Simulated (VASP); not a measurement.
CsH, 2 atoms in the cell. It takes space group Fm-3m (No. 225, cubic). The conventional cell has a = 6.102 Å, b = 6.102 Å, c = 6.102 Å, α = 90.00°, β = 90.00°, γ = 90.00°. Cs (site symmetry m-3m) has 6 H at 3.05 Å within 4.0 Å. Within 4.0 Å of H (site symmetry m-3m) lie 6 Cs at 3.05 Å. 

| Item | Value |
| --- | --- |
| Program | VASP 6.6.1 |
| Task | single point |
| Functional | LDA |
| Potentials or basis | VASP PAW LDA potentials, release 64 (Cs_sv, H) |
| Cutoff | 520 eV |
| k mesh | 8 × 8 × 8 |
| Occupations | gaussian, width 0.02 eV |
| Spin | no spin polarisation |
| Dipole correction | no |
| Further INCAR settings | ALGO = Normal; EDIFF = 1e-06; NBANDS = 12 |

Potentials or basis: VASP PAW LDA potentials, release 64 (Cs_sv, H).

Run with:

```console
$ cat potpaw_LDA.64/Cs_sv/POTCAR potpaw_LDA.64/H/POTCAR > POTCAR
$ mpirun -np 1 vasp_std > vasp.out
```

Hardware: 1 thread of AMD EPYC 7R13 Processor (Zen 3), on a shared host.

**Question.** How long does it take, and how much memory?

**Answer.** It took 13 s on 1 thread of AMD EPYC 7R13 Processor (Zen 3), with other jobs on the host, peak memory 0.13 GiB. Counts: scf iterations 13, k points 29.
